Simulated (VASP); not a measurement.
A run of VASP 6.6.1:

The input INCAR:

```
SYSTEM = Al
PREC = Accurate ; ENCUT = 520
EDIFF = 1E-6 ; ISMEAR = 0
SIGMA = 0.15 ; LREAL = .FALSE.
LASPH = .TRUE. ; NELM = 100
ALGO = Normal ; ISIF = 2
LWAVE = .FALSE. ; LCHARG = .FALSE.
GGA = PS ; NBANDS = 32
```

File KPOINTS:

```
Automatic mesh
0
G
  3 3 1
  0 0 0
```

Contents of POSCAR:

```
Al
1.0
    5.7275650000      0.0000000000      0.0000000000
    2.8637820000      4.9602170000      0.0000000000
    0.0000000000      0.0000000000     17.6765370000
Al
13
Direct
    0.1666666208      0.1666667003      0.0565721668
    0.6666667081      0.1666667003      0.0565721668
    0.1666666712      0.6666665995      0.0565721668
    0.6666667585      0.6666665995      0.0565721668
   -0.1668044934      0.3334973047      0.1887696102
    0.3309322629      0.3380138409      0.1879378863
   -0.1686307098      0.8379203974      0.1885708722
    0.3305925753      0.8379169702      0.1885761900
    0.0058184474     -0.0117640015      0.3250011017
    0.4917191941      0.0164172253      0.3283681640
   -0.0145937670      0.5009982426      0.3168710591
    0.5134532780      0.5009962266      0.3168760940
    0.2147400128      0.5703302900      0.4382373086
```

Potentials or basis: VASP PAW PBE potentials, release 64 (Al).

Launch:

```bash
$ cat potpaw_PBE.64/Al/POTCAR > POTCAR
$ mpirun -np 1 vasp_std > vasp.out
```

Hardware: 1 thread of AMD EPYC 9R45 (Zen 5) (shared host).

**Question.** How long does it take, and how much memory?

**Answer.** It took 2.1 min on 1 thread of AMD EPYC 9R45 (Zen 5), on a shared host, peak memory 0.57 GiB. Counts: scf iterations 21, k points 5.
